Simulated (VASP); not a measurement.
Ga4AsP3: single point with r2SCAN

The system is Ga4AsP3.

```
Ga P As
1.0
     5.56378    0.00000    0.00000
     0.00000    5.56378    0.00000
     0.00000    0.00000    5.56378
Ga P As
4 3 1
Direct
  0.75450 0.75450 0.24550
  0.75450 0.24550 0.75450
  0.24550 0.75450 0.75450
  0.24550 0.24550 0.24550
  0.50000 0.00000 0.00000
  0.00000 0.50000 0.00000
  0.00000 0.00000 0.50000
  0.50000 0.50000 0.50000
```

* Program: VASP 6.6.1
* Task: single point
* Functional: r2SCAN
* Potentials or basis: VASP PAW PBE potentials, release 64 (Ga_d, P, As)
* Cutoff: 520 eV
* k mesh: 6 × 6 × 6
* Occupations: gaussian, width 0.02 eV
* Spin: no spin polarisation

* Pressure: -2.5 GPa
* Largest force: 0.059 eV/Å
* Band gap on the k mesh: 1.56 eV

Forces in eV/Å, atoms in the order of the input:
```
Ga  -0.034 -0.034  0.034
Ga  -0.034  0.034 -0.034
Ga   0.034 -0.034 -0.034
Ga   0.034  0.034  0.034
P    0.000  0.000  0.000
P    0.000  0.000  0.000
P    0.000  0.000  0.000
As   0.000  0.000  0.000
```

Levels at points of the mesh, in eV from the valence-band top:
```csv
k point,band 33,band 34,band 35,band 36,band 37,band 38,band 39,band 40
"(0.00, 0.00, 0.00)",-2.64,0.00,0.00,0.00,1.56,1.78,2.06,2.06
"(0.50, 0.00, 0.00)",-1.82,-1.82,-1.54,-1.54,2.31,2.52,3.79,3.95
"(0.50, 0.50, 0.00)",-1.44,-1.29,-1.06,-1.06,3.20,3.20,3.38,3.54
"(0.50, 0.50, 0.50)",-1.23,-0.90,-0.90,-0.90,1.72,1.74,1.74,1.74
```

Run time: 21 min on 1 thread of Intel Xeon 8259CL, with other jobs on the host, peak memory 0.37 GiB.

Caveat: the PAW data sets were made with another functional, which shifts forces and pressure a little. A k mesh can miss the band edges.
